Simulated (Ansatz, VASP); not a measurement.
**One calculation of TaN, two programs**

File INCAR:

```
  PREC = Accurate
  ENCUT = 520
  EDIFF = 1E-8
  ISMEAR = -1
  SIGMA = 0.02
  LREAL = False
  LASPH = True
  NELM = 120
  ALGO = Normal
  ISIF = 2
  LWAVE = False
  LCHARG = False
  GGA = PE
  LEFG = True
  NBANDS = 16
  GGA_COMPAT = False
```

The input KPOINTS:

```
Automatic mesh
0
Gamma
  12 12 10
```

File POSCAR:

```
TaN
1.0
    2.9379988584      0.0000000000      0.0000000000
   -1.4689994292      2.5443816477      0.0000000000
    0.0000000000      0.0000000000      2.8830000000
Ta N
1 1
Direct
    0.3333333333      0.6666666667      0.5000000000
    0.0000000000      0.0000000000      0.0000000000
```

Input for Ansatz:

```yaml
crystal:
  lattice:
    - [2.9379988584, 0.0, 0.0]
    - [-1.4689994292, 2.5443816477, 0.0]
    - [0.0, 0.0, 2.883]
  atoms:
    - { symbol: Ta, position: [0.3333333333, 0.6666666667, 0.5] }
    - { symbol: "N", position: [0.0, 0.0, 0.0] }
kpoints:
  mp_grid: { grid: [12, 12, 10] }
  band_path:
    path:
      - [0.0, 0.0, 0.0]
      - [0.5, 0.0, 0.0]
      - [0.3333333333, 0.3333333333, 0.0]
      - [0.0, 0.0, 0.0]
      - [0.0, 0.0, 0.5]
      - [0.5, 0.0, 0.5]
      - [0.3333333333, 0.3333333333, 0.5]
      - [0.0, 0.0, 0.5]
      - [0.5, 0.0, 0.5]
    npoints: 14
scf:
  occupations: { method: fermi_dirac, width: 0.02 }
hamiltonian:
  xc: pbe
  pseudopotentials: { kind: paw }
output:
  forces: true
  stress: true
  eigenvalues: true
  efg: { contact_densities: true }
  populations: true
  bader: true
  dos: { projected: true, de: 0.2, e_range: [-14, 8] }
  write_density: true
  write_potential: true
  elf: true
  volumetric_format: npy
```

Alike in both runs: task electric field gradients; functional PBE; k mesh 12 × 12 × 10; occupations fermi-dirac, width 0.02 eV; no spin polarisation.

```csv
,VASP,Ansatz
version,VASP 6.6.1,Ansatz 0.2.0
potentials or method,"VASP PAW PBE potentials, release 64 (Ta_sv_GW, N)","PAW with Ansatz's default frozen-core files, scalar-relativistic"
plane-wave cutoff (eV),520,420
valence electrons in the cell,18,18
```

Ansatz gave:

* size of Vzz on the site where it differs most (V/Å²): 53.0

Q: Which values does VASP return?

A: Size of Vzz on the site where it differs most (V/Å²): 34.8.

Neither program's run includes spin-orbit coupling.
